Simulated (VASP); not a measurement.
# F2 in VASP: single point with PBEsol

Aim: the single point of F2 with PBEsol.

Everything below comes from runs of VASP 6.6.1. Logs are shortened: lines on timing, memory, paths and dates and some standing lists are left out, and cuts for length are marked.

### Step 1. The cell of the first run

The cell holds a molecule in a box, 2 atoms: a = 10.000 Å, b = 10.500 Å, c = 11.000 Å, α = 90.00°, β = 90.00°, γ = 90.00°.

### Step 2. Single point, PBEsol

INCAR reads:

```
PREC     = Accurate       # precision mode
ENCUT    = 520            # plane-wave cutoff, eV
EDIFF    = 1E-6           # SCF threshold, eV
ISMEAR   = 0              # smearing method
SIGMA    = 0.01           # smearing width, eV
LREAL    = False          # projectors in reciprocal space
LASPH    = True           # aspherical terms in the spheres
NELM     = 120            # most SCF steps
ALGO     = Normal         # electronic algorithm
ISIF     = 2              # what is computed and relaxed
LWAVE    = False          # write WAVECAR
LCHARG   = True           # write CHGCAR
GGA      = PS             # functional
LELF     = True           # ELF
LVHAR    = True         
NBANDS   = 14             # bands
GGA_COMPAT= False        
NELMDL   = -8
```

KPOINTS reads:

```
regular mesh
0
Gamma
  1 1 1
```

POSCAR reads:

```
F
1.0
   10.0000000000      0.0000000000      0.0000000000
    0.0000000000     10.5000000000      0.0000000000
    0.0000000000      0.0000000000     11.0000000000
F
2
Direct
    0.5000000000      0.5000000000      0.4364763408
    0.5000000000      0.5000000000      0.5635236592
```

Potentials or basis: VASP PAW PBE potentials, release 64 (F).

Started as:

```
$ cat potpaw_PBE.64/F/POTCAR > POTCAR
$ mpirun -np 1 vasp_gam > vasp.out
```

OUTCAR:

```text
PREC = Accurate
   ENCUT = 520
   EDIFF = 1E-6
   ISMEAR = 0
   LREAL = False
   LASPH = True
   NELM = 120
   ISIF = 2
   GGA = PS
   NELMDL = -8

 ion  position               nearest neighbor table
   1  0.500  0.500  0.436-   2 1.40
   2  0.500  0.500  0.564-   1 1.40

  LATTYP: Found a simple orthorhombic cell.
 ALAT       =    10.0000000000
 B/A-ratio  =     1.0500000000
 C/A-ratio  =     1.1000000000

  Lattice vectors:

 A1 = (  10.0000000000,   0.0000000000,   0.0000000000)
 A2 = (   0.0000000000,  10.5000000000,   0.0000000000)
 A3 = (   0.0000000000,   0.0000000000,  11.0000000000)

Analysis of symmetry for initial positions (statically):
=====================================================================
 Subroutine PRICEL returns:
 Original cell was already a primitive cell.

 Routine SETGRP: Setting up the symmetry group for a
 simple orthorhombic supercell.

 Subroutine GETGRP returns: Found  8 space group operations
 (whereof  8 operations were pure point group operations)
 out of a pool of  8 trial point group operations.

The static configuration has the point symmetry D_2h.

Analysis of symmetry for dynamics (positions and initial velocities):
=====================================================================
 Subroutine PRICEL returns:
 Original cell was already a primitive cell.

 Routine SETGRP: Setting up the symmetry group for a
 simple orthorhombic supercell.

 Subroutine GETGRP returns: Found  8 space group operations
 (whereof  8 operations were pure point group operations)
 out of a pool of  8 trial point group operations.

The dynamic configuration has the point symmetry D_2h.

 Subroutine INISYM returns: Found  8 space group operations
 (whereof  8 operations are pure point group operations),
 and found     1 'primitive' translations

----------------------------------------------------------------------------------------

                                     Primitive cell

  volume of cell :    1155.0000

  direct lattice vectors                    reciprocal lattice vectors
    10.000000000  0.000000000  0.000000000     0.100000000  0.000000000  0.000000000
     0.000000000 10.500000000  0.000000000     0.000000000  0.095238095  0.000000000
     0.000000000  0.000000000 11.000000000     0.000000000  0.000000000  0.090909091

  length of vectors
    10.000000000 10.500000000 11.000000000     0.100000000  0.095238095  0.090909091

  position of ions in fractional coordinates (direct lattice)
     0.500000000  0.500000000  0.436476341
     0.500000000  0.500000000  0.563523659

  ion indices of the primitive-cell ions
   primitive index   ion index
                 1           1
                 2           2

----------------------------------------------------------------------------------------

 KPOINTS: regular mesh

Automatic generation of k-mesh.
 Grid dimensions read from file:
 generate k-points for:    1    1    1

 Generating k-lattice:

  Cartesian coordinates                     Fractional coordinates (reciprocal lattice)
     0.100000000  0.000000000  0.000000000     1.000000000  0.000000000  0.000000000
     0.000000000  0.095238095  0.000000000     0.000000000  1.000000000  0.000000000
     0.000000000  0.000000000  0.090909091     0.000000000  0.000000000  1.000000000

  Length of vectors
     0.100000000  0.095238095  0.090909091

  Shift w.r.t. Gamma in fractional coordinates (k-lattice)
     0.000000000  0.000000000  0.000000000

 Subroutine IBZKPT returns following result:
 ===========================================

 Found      1 irreducible k-points:

 Following reciprocal coordinates:
            Coordinates               Weight
  0.000000  0.000000  0.000000      1.000000
   k-points           NKPTS =      1   k-points in BZ     NKDIM =      1   number of bands    NBANDS=     14
   number of dos      NEDOS =    301   number of ions     NIONS =      2
   total plane-waves  NPLWV = 537600
   dimension x,y,z NGX =    80 NGY =   80 NGZ =   84
   dimension x,y,z NGXF=   160 NGYF=  160 NGZF=  168
   ions per type =               2
   NGX,Y,Z   is equivalent  to a cutoff of  13.30, 12.67, 12.70 a.u.
   NGXF,Y,Z  is equivalent  to a cutoff of  26.60, 25.33, 25.39 a.u.
 SYSTEM =  unknown system
   PREC   = accura    normal or accurate (medium, high low for compatibility)
   ISTART =      0    job   : 0-new  1-cont  2-samecut
   ICHARG =      2    charge: 1-file 2-atom 10-const
   ISPIN  =      1    spin polarized calculation?
   LNONCOLLINEAR =      F non collinear calculations
   LSORBIT =      F    spin-orbit coupling
   LASPH  =      T    aspherical Exc in radial PAW
   ENCUT  =  520.0 eV  38.22 Ry    6.18 a.u.  18.59 19.52 20.45*2*pi/ulx,y,z
   NELM   =    120;   NELMIN=  2; NELMDL= -8     # of ELM steps
   EDIFF  = 0.1E-05   stopping-criterion for ELM
   LREAL  =      F    real-space projection
   EDIFFG = 0.1E-04   stopping-criterion for IOM
   NSW    =      0    number of steps for IOM
   IBRION =     -1    ionic relax: 0-MD 1-quasi-New 2-CG
   NFREE  =      0    steps in history (QN), initial steepest desc. (CG)
   ISIF   =      2    stress and relaxation
   ISYM   =      2    0-nonsym 1-usesym 2-fastsym
   POTIM  = 0.5000    time-step for ionic-motion
   TEBEG  =    0.0;   TEEND  =   0.0 temperature during run
   PSTRESS=    0.0 pullay stress
   NELECT =      14.0000    total number of electrons
   NUPDOWN=      -1.0000    fix difference up-down
   EMIN   =  10.00;   EMAX   =-10.00  energy-range for DOS
   EFERMI =   0.00;   METHOD = LEGACY
   ISMEAR =     0;   SIGMA  =   0.01  broadening in eV -4-tet -1-fermi 0-gaus
   EFERMI_NEDOS =   21; number of points for ismear=-14 and -15
   IALGO  =     38    algorithm
   IMIX   =      4    mixing-type and parameters
     AMIX     =   0.40;   BMIX     =  1.00
     AMIX_MAG =   1.60;   BMIX_MAG =  1.00
  volume/ion in A,a.u.               =     577.50      3897.16
  Fermi-wavevector in a.u.,A,eV,Ry     =   0.376060  0.710650  1.924149  0.141421
  Thomas-Fermi vector in A             =   1.307622
   LORBIT       =      0    0 simple, 1 ext, 2 COOP (PROOUT), +10 PAW based schemes
   GGA     = PS    functional components
   LHFCALC =     F    Hartree Fock is set to
   AEXX    =    0.0000 exact exchange contribution
   IVDW    =     0    specifies the selected vdW correction
   LEPSILON=     F    determine dielectric tensor
   LRPA    =     F    only Hartree local field effects (RPA)
 non-spin polarized calculation
 Gauss-broadening in eV      SIGMA  =   0.01
  energy-cutoff  :      520.00
  volume of cell :     1155.00
 maximum number of plane-waves:     15548
 NGX is ok and might be reduce to    80
   NGX = 37   NGY = 39   NGZ = 41

 number of electron      13.9999989 magnetization

 Free energy of the ion-electron system (eV)
  ---------------------------------------------------
  ext. energy  EPLUGINS =         0.00000000
  ---------------------------------------------------
  free energy    TOTEN  =        -3.86398823 eV

  energy without entropy =       -3.86398823  energy(sigma->0) =       -3.86398823

 E-fermi :  -9.1038     XC(G=0):  -0.4561

 val. band max:       -9.2119570891   @ k =   0.0000   0.0000   0.0000
 cond. band min:      -5.5470685129   @ k =   0.0000   0.0000   0.0000
 fundamental gap:      3.6648885763
 Fermi energy:        -9.1038102075

 k-point     1 :       0.0000    0.0000    0.0000
  band No.  band energies     occupation
      1     -34.0638      2.00000
      2     -27.3324      2.00000
      3     -15.3908      2.00000
      4     -12.7749      2.00000
      5     -12.7749      2.00000
      6      -9.2120      2.00000
      7      -9.2120      2.00000
      8      -5.5471      0.00000
      9      -0.2349      0.00000
     10       0.9947      0.00000
     11       1.0176      0.00000
     12       1.1486      0.00000
     13       1.2707      0.00000
     14       1.2778      0.00000

------------------------ aborting loop because EDIFF is reached ----------------------------------------

  FORCE on cell =-STRESS in cart. coord.  units (eV):
  Direction    XX          YY          ZZ          XY          YZ          ZX
  --------------------------------------------------------------------------------------
  -------------------------------------------------------------------------------------
  Total       -0.1199978     -0.1252439      0.5487173      0.0000000      0.0000000      0.0000000
  in kB       -0.1664570     -0.1737341      0.7611622      0.0000000      0.0000000      0.0000000
  external PRESSURE =       0.1403237 kB  Pullay stress =       0.0000000 kB

 VOLUME and BASIS-vectors are now :
 -----------------------------------------------------------------------------
  energy-cutoff  :      520.00
  volume of cell :     1155.00
      direct lattice vectors                 reciprocal lattice vectors
    10.000000000  0.000000000  0.000000000     0.100000000  0.000000000  0.000000000
     0.000000000 10.500000000  0.000000000     0.000000000  0.095238095  0.000000000
     0.000000000  0.000000000 11.000000000     0.000000000  0.000000000  0.090909091

 POSITION                                       TOTAL-FORCE (eV/Angst)
 -----------------------------------------------------------------------------------
      5.00000      5.25000      4.80124         0.000000      0.000000     -0.461308
      5.00000      5.25000      6.19876         0.000000      0.000000      0.461308
 -----------------------------------------------------------------------------------
    total drift:                                0.000000     -0.000000      0.000000

  FREE ENERGIE OF THE ION-ELECTRON SYSTEM (eV)
  ---------------------------------------------------
  free  energy   TOTEN  =        -3.8639882310 eV

  energy  without entropy=       -3.8639882310  energy(sigma->0) =       -3.86398823
```

Wall time 60 s (1 thread of Intel Xeon 6975P-C (Granite Rapids), shared host); peak memory 0.83 GiB.

Results:

* Free energy: -3.8640 eV
* Largest force: 0.461 eV/Å
* Gap between the frontier levels: 3.66 eV

Forces on the atoms (eV/Å):
```
F    0.000  0.000 -0.461
F    0.000  0.000  0.461
```

Caveat: the PAW data sets were made with another functional, which shifts forces and pressure a little.
